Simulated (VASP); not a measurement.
Set up this calculation in VASP 6.6.1, as the native input.

```
Task                   : relaxation of cell and atoms
Functional             : LDA
Potentials or basis    : VASP PAW LDA potentials, release 64 (Fe, B)
Cutoff                 : 600 eV
k mesh                 : 8 × 8 × 12
Occupations            : gaussian, width 0.1 eV
Spin                   : no spin polarisation
Dipole correction      : no
Further INCAR settings : ALGO = Normal; EDIFF = 1e-06; IBRION = 2; EDIFFG = -0.005; NSW = 70; ISIF = 3
```

The structure of FeB4 lies in POSCAR:

```
FeB4
1.0
    4.5187340168      0.0000000000      0.0000000000
    0.0000000000      5.2789548118      0.0000000000
    0.0000000000      0.0000000000      3.0055319415
Fe B
2 8
Direct
    0.0000000000      0.0000000000      0.0000000000
    0.5000000000      0.5000000000      0.5000000000
    0.2490645758      0.3128547325      0.0000000000
    0.7509354242      0.6871452675      0.0000000000
    0.7490645758      0.1871452675      0.5000000000
    0.2509354242      0.8128547325      0.5000000000
    0.3389137812      0.1269040941      0.5000000000
    0.6610862188      0.8730959059      0.5000000000
    0.8389137812      0.3730959059      0.0000000000
    0.1610862188      0.6269040941      0.0000000000
```

One way to write it, as run:

INCAR

```
SYSTEM = FeB4
PREC = Accurate ; ENCUT = 600
EDIFF = 1E-6 ; ISMEAR = 0
SIGMA = 0.1 ; LREAL = .False.
LASPH = .True. ; NELM = 100
ALGO = Normal ; ISIF = 3
LWAVE = .False. ; LCHARG = .False.
IBRION = 2 ; NSW = 70
EDIFFG = -0.005
```

KPOINTS

```
Automatic mesh
0
Gamma
  8 8 12
  0 0 0
```

Potentials or basis: VASP PAW LDA potentials, release 64 (Fe, B).

Run with:

```sh
$ cat potpaw_LDA.64/Fe/POTCAR potpaw_LDA.64/B/POTCAR > POTCAR
$ mpirun -np 1 vasp_std > vasp.out
```

It gave:

```
Relaxed volume                        : 6.88 Å³/atom
Relaxed cell                          : a = 4.436 Å, b = 5.226 Å, c = 2.968 Å, α = 90.00°, β = 90.00°, γ = 90.00°
Space group after relaxing (to 0.1 Å) : Pnnm (No. 58)
Energy gained by relaxing             : 10.7 meV/atom
Ionic steps                           : 13
Pressure after relaxing               : 0.0 GPa
Band gap on the k mesh                : zero (bands 20 and 21 overlap by 0.84 eV)
```

Caveat: the run has no spin polarisation, though such a crystal can be magnetic.

Run time: 26 min on 1 thread of Intel(R) Xeon(R) Platinum 8259CL CPU @ 2.50GHz (Skylake/Cascade Lake) (shared host), peak memory 0.43 GiB.
